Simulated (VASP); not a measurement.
KF:

```xyz
2
Lattice="0.0000 2.6590 2.6590 2.6590 0.0000 2.6590 2.6590 2.6590 0.0000" Properties=species:S:1:pos:R:3 pbc="T T T"
K     0.0000    0.0000    0.0000
F     2.6590    2.6590    2.6590
```

Base run:

```yaml
Program: VASP 6.6.1
Functional: r2SCAN
Potentials_or_basis: VASP PAW PBE potentials, release 64 (K_sv, F)
Cutoff: 520 eV
k_mesh: 8 × 8 × 8
Occupations: gaussian, width 0.01 eV
Spin: no spin polarisation
```

Its results: band gap on the k mesh 6.91 eV, direct; pressure 0.0 GPa.

Question: The run is repeated on the same cell with these changes: functional from r2SCAN to PBE; k mesh from 8 × 8 × 8 to 4 × 4 × 4. What comes out?

Answer: Band gap on the k mesh 6.24 eV, direct; pressure 2.0 GPa.

Several settings changed at once, so the effect can't be laid on one alone.

Caveats: some runs use coarse meshes; the PAW data sets were made with another functional, which shifts forces and pressure a little (some runs).

A k mesh can miss the band edges.
